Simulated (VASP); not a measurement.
Set up this calculation in VASP 6.6.1, as the native input.

```
Task                   : single point
Functional             : PBEsol
Potentials or basis    : VASP PAW PBE potentials, release 64 (F)
Cutoff                 : 520 eV
k mesh                 : 4 × 4 × 2
Occupations            : gaussian, width 0.05 eV
Spin                   : no spin polarisation
Dipole correction      : no
Further INCAR settings : ALGO = Normal; EDIFF = 1e-06; NBANDS = 22
```

The structure of F lies in POSCAR:

```
F
1.0
    3.2389009936     -1.8615074069     -0.2498119861
    3.2389009936      1.8615074069     -0.2498119861
   -2.4354061261      0.0000000000      7.4548272690
F
4
Direct
    0.0848459664      0.0848459664      0.1059920108
    0.9151540336      0.9151540336      0.8940079892
    0.5015719855      0.5015719855      0.5937195244
    0.4984280145      0.4984280145      0.4062804756
```

These files were run (other wordings do the same):

INCAR

```
SYSTEM = F
PREC     = Accurate       ! precision mode
ENCUT    = 520            ! plane-wave cutoff, eV
EDIFF    = 1E-6           ! SCF threshold, eV
ISMEAR   = 0              ! smearing method
SIGMA    = 0.05           ! smearing width, eV
LREAL    = .FALSE.        ! projectors in reciprocal space
LASPH    = .TRUE.         ! aspherical terms in the spheres
NELM     = 60             ! most SCF steps
ALGO     = Normal         ! electronic algorithm
ISIF     = 2              ! what is computed and relaxed
LWAVE    = .FALSE.        ! write WAVECAR
LCHARG   = .TRUE.         ! write CHGCAR
GGA      = PS             ! functional
LELF     = .TRUE.         ! ELF
LVHAR    = .TRUE.       
NBANDS   = 22             ! bands
```

KPOINTS

```
Automatic mesh
0
G
  4 4 2
  0 0 0
```

Potentials or basis: VASP PAW PBE potentials, release 64 (F).

Run with:

```bash
$ cat potpaw_PBE.64/F/POTCAR > POTCAR
$ mpirun -np 1 vasp_std > vasp.out
```

Results of the run:

The pressure is -5.9 GPa, the largest force is 3.773 eV/Å and the band gap on the k mesh is 1.43 eV, indirect (least direct gap 1.49 eV).

Caveat: the k points lie up to 0.50 Å⁻¹ apart; the PAW data sets were made with another functional, which shifts forces and pressure a little.

It took 54 s on 1 thread of Intel Xeon 8259CL, on a shared host, peak memory 0.19 GiB.
